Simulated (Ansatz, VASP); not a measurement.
## Two plane-wave programs on I

```
I
1.0
    -2.04083    2.04083    2.04083
     2.04083   -2.04083    2.04083
     2.04083    2.04083   -2.04083
I
1
Cartesian
  0.0000 0.0000 0.0000
```

Alike in both runs: task relaxation of cell and atoms; functional PBE; k mesh 13 × 13 × 13; occupations fermi-dirac, width 0.1 eV; no spin polarisation.

|  | VASP | Ansatz |
| --- | --- | --- |
| version | VASP 6.6.1 | Ansatz 0.2.0 |
| potentials or method | VASP PAW PBE potentials, release 64 (I) | PAW with Ansatz's default frozen-core files, scalar-relativistic |
| plane-wave cutoff (eV) | 600 | 420 |
| valence electrons in the cell | 7 | 17 |

|  | VASP | Ansatz | Ansatz less VASP |
| --- | --- | --- | --- |
| relaxed volume (Å³/atom) | 36.14 | 36.15 | +0.014 |
| relaxed cell length with the largest relative difference (Å) | 3.607 | 3.608 | +0.0005 |

VASP's potentials hold 7 valence electrons a cell and Ansatz's 17, so a difference there can come from the potentials and not from the codes.

Neither program's run includes spin-orbit coupling.
